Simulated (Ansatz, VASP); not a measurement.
# CoW2: VASP beside Ansatz

```
Co W
1.0
     0.00000    3.64793    3.64793
     3.64793    0.00000    3.64793
     3.64793    3.64793    0.00000
Co W
2 4
Direct
  0.00000 0.00000 0.00000
  0.25000 0.25000 0.25000
  0.62500 0.62500 0.62500
  0.12500 0.62500 0.62500
  0.62500 0.62500 0.12500
  0.62500 0.12500 0.62500
```

Alike in both runs: functional PBE; k mesh 4 × 4 × 4; occupations gaussian, width 0.1 eV; collinear spin.

Ansatz relaxed the structure, and its values are those at the end. VASP's run is a single point on that final structure, the one shown.

|  | VASP | Ansatz |
| --- | --- | --- |
| version | VASP 6.6.1 | Ansatz 0.2.0 |
| potentials or method | VASP PAW PBE potentials, release 64 (Co, W_sv), cutoff 520 eV | scalar-relativistic, plane waves, PAW |
| valence electrons in the cell | 74 | 90 |

```tsv
	VASP	Ansatz	Ansatz less VASP
gap on the k mesh at the Fermi level (eV)	none	none	-
pressure (GPa)	0.6	-0.1	-0.75
net moment per atom (μB)	0.46	0.46	+0.006
size of the moment on the site where the two differ most (μB)	1.37	1.40	+0.030
```

Site moments also hang on the region over which each program counts them. A gap of «none» marks a metal or a gap that the smearing closes. The functional is the same, so the differences come from potentials, cutoffs and numerics. VASP's potentials hold 74 valence electrons a cell and Ansatz's 90, so a difference there can come from the potentials and not from the codes.

The k mesh is coarse, so the values compare programs but aren't converged. Spin-orbit coupling is off throughout.
